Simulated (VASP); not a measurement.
# Ta5F2 (P-3m1) in VASP: single point with PBE

Aim: the single point of Ta5F2 with PBE.

All numbers are computed with VASP 6.6.1; they aren't measurements. Logs are shortened: lines on timing, memory, paths and dates and some standing lists are left out, and cuts for length are marked.

## Step 1: The cell of the first run

The structure is trigonal, space group P-3m1 (No. 164). The conventional cell has a = 2.935 Å, b = 2.935 Å, c = 16.118 Å, α = 90.00°, β = 90.00°, γ = 120.00°. Ta (site symmetry -3m) has 12 Ta at 2.93 to 3.03 Å within 3.9 Å. Ta (site symmetry 3m) has 12 Ta at 2.93 to 3.03 Å within 3.9 Å. Within 2.9 Å of Ta (site symmetry 3m) lie 3 F at 2.23 Å. F (site symmetry 3m) has 3 Ta at 2.23 Å within 2.9 Å.

## Step 2: Single point, PBE

Contents of INCAR:

```
SYSTEM = Ta5F2
PREC = Accurate
ENCUT = 520
EDIFF = 1E-6
ISMEAR = 0
SIGMA = 0.1
LREAL = .FALSE.
LASPH = .TRUE.
NELM = 80
ALGO = Normal
ISIF = 2
LWAVE = .FALSE.
LCHARG = .FALSE.
GGA = PE
NBANDS = 44
```

Contents of KPOINTS:

```
Automatic mesh
0
G
  12 12 2
  0 0 0
```

Contents of POSCAR:

```
Ta5F2
1.0
    2.9347561072      0.0000000000      0.0000000000
   -1.4673780536      2.5415733428      0.0000000000
    0.0000000000      0.0000000000     16.1178167144
Ta F
5 2
Direct
    0.0000000000      0.0000000000      0.0000000000
    0.3333333333      0.6666666667      0.1557494480
    0.6666666667      0.3333333333      0.8442505520
    0.3333333333      0.6666666667      0.6886573595
    0.6666666667      0.3333333333      0.3113426405
    0.6666666667      0.3333333333      0.5986452846
    0.3333333333      0.6666666667      0.4013547154
```

Potentials or basis: VASP PAW PBE potentials, release 64 (Ta_pv, F).

Launch:

```
> cat potpaw_PBE.64/Ta_pv/POTCAR potpaw_PBE.64/F/POTCAR > POTCAR
> mpirun -np 1 vasp_std > vasp.out
```

OUTCAR:

```text
SYSTEM = Ta5F2
   PREC = Accurate
   ENCUT = 520
   EDIFF = 1E-6
   ISMEAR = 0
   LREAL = .FALSE.
   LASPH = .TRUE.
   NELM = 80
   ISIF = 2
   GGA = PE

 ion  position               nearest neighbor table
   1  0.000  0.000  0.000-   2 3.03   3 3.03   3 3.03   2 3.03   3 3.03   2 3.03
   2  0.333  0.667  0.156-   5 3.03   5 3.03   5 3.03   1 3.03   1 3.03   1 3.03
   3  0.667  0.333  0.844-   4 3.03   4 3.03   4 3.03   1 3.03   1 3.03   1 3.03
   4  0.333  0.667  0.689-   6 2.23   6 2.23   6 2.23   3 3.03   3 3.03   3 3.03
   5  0.667  0.333  0.311-   7 2.23   7 2.23   7 2.23   2 3.03   2 3.03   2 3.03
   6  0.667  0.333  0.599-   4 2.23   4 2.23   4 2.23
   7  0.333  0.667  0.401-   5 2.23   5 2.23   5 2.23

  LATTYP: Found a hexagonal cell.
 ALAT       =     2.9347561072
 C/A-ratio  =     5.4920464003

  Lattice vectors:

 A1 = (   2.9347561072,   0.0000000000,   0.0000000000)
 A2 = (  -1.4673780536,   2.5415733428,   0.0000000000)
 A3 = (   0.0000000000,   0.0000000000,  16.1178167144)

Analysis of symmetry for initial positions (statically):
=====================================================================
 Subroutine PRICEL returns:
 Original cell was already a primitive cell.

 Routine SETGRP: Setting up the symmetry group for a
 hexagonal supercell.

 Subroutine GETGRP returns: Found 12 space group operations
 (whereof 12 operations were pure point group operations)
 out of a pool of 24 trial point group operations.

The static configuration has the point symmetry D_3d.

Analysis of symmetry for dynamics (positions and initial velocities):
=====================================================================
 Subroutine PRICEL returns:
 Original cell was already a primitive cell.

 Routine SETGRP: Setting up the symmetry group for a
 hexagonal supercell.

 Subroutine GETGRP returns: Found 12 space group operations
 (whereof 12 operations were pure point group operations)
 out of a pool of 24 trial point group operations.

The dynamic configuration has the point symmetry D_3d.

 Subroutine INISYM returns: Found 12 space group operations
 (whereof 12 operations are pure point group operations),
 and found     1 'primitive' translations

----------------------------------------------------------------------------------------

                                     Primitive cell

  volume of cell :     120.2211

[... 101 lines left out ...]
   NSW    =      0    number of steps for IOM
   IBRION =     -1    ionic relax: 0-MD 1-quasi-New 2-CG
   NFREE  =      0    steps in history (QN), initial steepest desc. (CG)
   ISIF   =      2    stress and relaxation
   ISYM   =      2    0-nonsym 1-usesym 2-fastsym
   POTIM  = 0.5000    time-step for ionic-motion
   TEBEG  =    0.0;   TEEND  =   0.0 temperature during run
   PSTRESS=    0.0 pullay stress
   NELECT =      69.0000    total number of electrons
   NUPDOWN=      -1.0000    fix difference up-down
   EMIN   =  10.00;   EMAX   =-10.00  energy-range for DOS
   EFERMI =   0.00;   METHOD = LEGACY
   ISMEAR =     0;   SIGMA  =   0.10  broadening in eV -4-tet -1-fermi 0-gaus
   EFERMI_NEDOS =   21; number of points for ismear=-14 and -15
   IALGO  =     38    algorithm
   IMIX   =      4    mixing-type and parameters
     AMIX     =   0.40;   BMIX     =  1.00
     AMIX_MAG =   1.60;   BMIX_MAG =  1.00
  volume/ion in A,a.u.               =      17.17       115.90
  Fermi-wavevector in a.u.,A,eV,Ry     =   1.360497  2.570966 25.183730  1.850952
  Thomas-Fermi vector in A             =   2.487154
   LORBIT       =      0    0 simple, 1 ext, 2 COOP (PROOUT), +10 PAW based schemes
   GGA     = PE    functional components
   LHFCALC =     F    Hartree Fock is set to
   AEXX    =    0.0000 exact exchange contribution
   IVDW    =     0    specifies the selected vdW correction
   LEPSILON=     F    determine dielectric tensor
   LRPA    =     F    only Hartree local field effects (RPA)
 non-spin polarized calculation
 Gauss-broadening in eV      SIGMA  =   0.10
  energy-cutoff  :      520.00
  volume of cell :      120.22
 maximum number of plane-waves:      3302
 NGX is ok and might be reduce to    24
   NGX = 11   NGY = 11   NGZ = 59

 number of electron      69.0000007 magnetization

 Free energy of the ion-electron system (eV)
  ---------------------------------------------------
  ext. energy  EPLUGINS =         0.00000000
  ---------------------------------------------------
  free energy    TOTEN  =       -68.50931167 eV

  energy without entropy =      -68.47767241  energy(sigma->0) =      -68.49349204

 E-fermi :   4.6940     XC(G=0): -11.3857

 val. band max:        4.6843943163   @ k =   0.2500   0.2500   0.5000
 cond. band min:       4.7359918335   @ k =   0.2500   0.1667   0.0000
 fundamental gap:      0.0515975172
 Fermi energy:         4.6939966667

 k-point     1 :       0.0000    0.0000    0.0000
  band No.  band energies     occupation
      1     -30.5459      2.00000
      2     -30.5429      2.00000
      3     -29.8294      2.00000
      4     -29.8294      2.00000
      5     -29.8294      2.00000
      6     -29.8294      2.00000
[... 1117 lines left out ...]
     43       7.9839      0.00000
     44       8.3347      0.00000

 [... further k-points ...]

------------------------ aborting loop because EDIFF is reached ----------------------------------------

  FORCE on cell =-STRESS in cart. coord.  units (eV):
  Direction    XX          YY          ZZ          XY          YZ          ZX
  --------------------------------------------------------------------------------------
  -------------------------------------------------------------------------------------
  Total        0.0845433      0.0845433      0.0571677      0.0000000      0.0000000      0.0000000
  in kB        1.1267019      1.1267019      0.7618693      0.0000000      0.0000000      0.0000000
  external PRESSURE =       1.0050910 kB  Pullay stress =       0.0000000 kB

 VOLUME and BASIS-vectors are now :
 -----------------------------------------------------------------------------
  energy-cutoff  :      520.00
  volume of cell :      120.22
      direct lattice vectors                 reciprocal lattice vectors
     2.934756107  0.000000000  0.000000000     0.340743818  0.196728535  0.000000000
    -1.467378054  2.541573343  0.000000000     0.000000000  0.393457070  0.000000000
     0.000000000  0.000000000 16.117816714     0.000000000  0.000000000  0.062043143

 POSITION                                       TOTAL-FORCE (eV/Angst)
 -----------------------------------------------------------------------------------
      0.00000      0.00000      0.00000        -0.000000      0.000000      0.000000
     -0.00000      1.69438      2.51034         0.000000      0.000000      0.003517
      1.46738      0.84719     13.60748        -0.000000      0.000000     -0.003517
     -0.00000      1.69438     11.09965         0.000000      0.000000      0.039507
      1.46738      0.84719      5.01816        -0.000000      0.000000     -0.039507
      1.46738      0.84719      9.64885        -0.000000     -0.000000     -0.040447
     -0.00000      1.69438      6.46896         0.000000      0.000000      0.040447
 -----------------------------------------------------------------------------------
    total drift:                                0.000000     -0.000000     -0.000000

  FREE ENERGIE OF THE ION-ELECTRON SYSTEM (eV)
  ---------------------------------------------------
  free  energy   TOTEN  =       -68.5093116693 eV

  energy  without entropy=      -68.4776724100  energy(sigma->0) =      -68.49349204
```

Run time: 95 s. Hardware: 1 thread of Intel Xeon 6975P-C (Granite Rapids), shared host; peak memory 0.33 GiB.

What came out:

* Free energy: -68.5093 eV
* Pressure: 0.1 GPa
* Largest force: 0.040 eV/Å

Forces in eV/Å, atoms in the order of the input:
```
Ta   0.000  0.000  0.000
Ta   0.000  0.000  0.004
Ta   0.000  0.000 -0.004
Ta   0.000  0.000  0.040
Ta   0.000  0.000 -0.040
F    0.000  0.000 -0.040
F    0.000  0.000  0.040
```

Levels at points of the mesh, in eV from the Fermi level:
```
           k point  band 30  band 31  band 32  band 33  band 34  band 35  band 36  band 37  band 38  band 39
(0.00, 0.00, 0.00)    -0.75    -0.43    -0.27     0.34     0.34     0.39     0.39     0.59     0.59     0.82
(0.50, 0.00, 0.00)    -2.83    -1.74    -0.62    -0.23     0.13     0.15     0.84     1.56     1.65     2.69
(0.00, 0.00, 0.50)    -0.75    -0.43    -0.27     0.34     0.34     0.38     0.38     0.59     0.59     0.82
(0.50, 0.00, 0.50)    -2.83    -1.75    -0.61    -0.23     0.13     0.15     0.84     1.56     1.65     2.69
```

Caveat: spin-orbit coupling is left out, which moves the levels of the heavy elements; an odd number of electrons without spin polarisation forces a metal; a magnetic or distorted state may lie lower.
